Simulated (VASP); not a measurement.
Write the native input for VASP 6.6.1 that does the following.

```yaml
Task: relaxation of volume and atoms at fixed shape
Functional: LDA
Potentials_or_basis: VASP PAW LDA potentials, release 64 (Os)
Cutoff: 600 eV
k_mesh: 11 × 11 × 6
Occupations: methfessel-paxton, width 0.05 eV
Spin: no spin polarisation
Dipole_correction: no
Further_INCAR_settings: ALGO = Normal; EDIFF = 1e-06; IBRION = 2; EDIFFG = -0.03; NSW = 60; ISIF = 8
```

The structure of Os lies in POSCAR:

```
Os
1.0
    2.7341000000      0.0000000000      0.0000000000
   -1.3670500000      2.3678000565      0.0000000000
    0.0000000000      0.0000000000      4.3197000000
Os
2
Direct
    0.3333330000      0.6666670000      0.2500000000
    0.6666670000      0.3333330000      0.7500000000
```

The input as run:

INCAR

```
PREC = Accurate ; ENCUT = 600
EDIFF = 1E-6 ; ISMEAR = 1
SIGMA = 0.05 ; LREAL = False
LASPH = True ; NELM = 80
ALGO = Normal ; ISIF = 8
LWAVE = False ; LCHARG = False
IBRION = 2 ; NSW = 60
EDIFFG = -0.03
```

KPOINTS

```
Automatic mesh
0
Gamma
  11 11 6
```

Potentials or basis: VASP PAW LDA potentials, release 64 (Os).

Command:

```sh
$ cat potpaw_LDA.64/Os/POTCAR > POTCAR
$ mpirun -np 1 vasp_std > vasp.out
```

Results of the run:

- Relaxed volume: 13.75 Å³/atom
- Relaxed cell: a = 2.719 Å, b = 2.719 Å, c = 4.295 Å, α = 90.00°, β = 90.00°, γ = 120.00°
- Space group after relaxing (to 0.1 Å): P6_3/mmc (No. 194)
- Energy gained by relaxing: 5.9 meV/atom
- Ionic steps: 3
- Pressure after relaxing: -0.3 GPa
- Band gap on the k mesh: zero (bands 8 and 9 overlap by 3.99 eV)

Caveat: spin-orbit coupling is left out, which moves the levels of the heavy elements.

Wall time 80 s on 1 thread of Intel Xeon 8259CL, on a shared host, peak memory 0.16 GiB.
